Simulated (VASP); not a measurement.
SnO2, 12 atoms in the cell. It takes space group Cm (No. 8, monoclinic). The conventional cell has a = 11.077 Å, b = 6.395 Å, c = 6.395 Å, α = 90.00°, β = 125.26°, γ = 90.00°. Within 2.6 Å of Sn (site symmetry m) lie 6 O at 1.95 to 2.30 Å. Sn (site symmetry 1) has 6 O at 2.13 Å within 2.8 Å. Within 2.8 Å of Sn (site symmetry m) lie 6 O at 2.13 Å. O (site symmetry 1) has 3 Sn at 2.13 to 2.15 Å and 3 O at 2.79 Å within 2.8 Å. Within 2.8 Å of O (site symmetry m) lie 3 Sn at 2.13 to 2.30 Å and 3 O at 2.79 Å. O (site symmetry m) has 3 Sn at 2.13 Å and 3 O at 2.79 Å within 2.8 Å. O (site symmetry 1) has 3 Sn at 2.12 to 2.13 Å and 3 O at 2.79 Å within 2.8 Å. Within 2.8 Å of O (site symmetry m) lie 3 Sn at 2.13 Å and 3 O at 2.79 Å.  This cell differs from its parent crystal: atom 1 (Sn) moved by -0.178 Å along [1 0 0] and -0.000 Å along [0 0 1].

```yaml
Program: VASP 6.6.1
Task: single point
Functional: PBE
Potentials_or_basis: VASP PAW PBE potentials, release 64 (Sn_d, O)
Cutoff: 520 eV
k_mesh: 6 × 6 × 6
Occupations: gaussian, width 0.05 eV
Spin: no spin polarisation
Dipole_correction: no
Further_INCAR_settings: ALGO = Normal; EDIFF = 1e-06; NBANDS = 64
```

Potentials or basis: VASP PAW PBE potentials, release 64 (Sn_d, O).

Launch:

```bash
$ cat potpaw_PBE.64/Sn_d/POTCAR potpaw_PBE.64/O/POTCAR > POTCAR
$ mpirun -np 1 vasp_std > vasp.out
```

Hardware: 1 thread of Oxide Virtual Turin-like Processor, on a shared host.

**Question.** Estimate the wall time of this run.

**Answer.** Wall time 28 min on 1 thread of Oxide Virtual Turin-like Processor, with other jobs on the host, peak memory 0.66 GiB. Counts: scf iterations 14, k points 68.
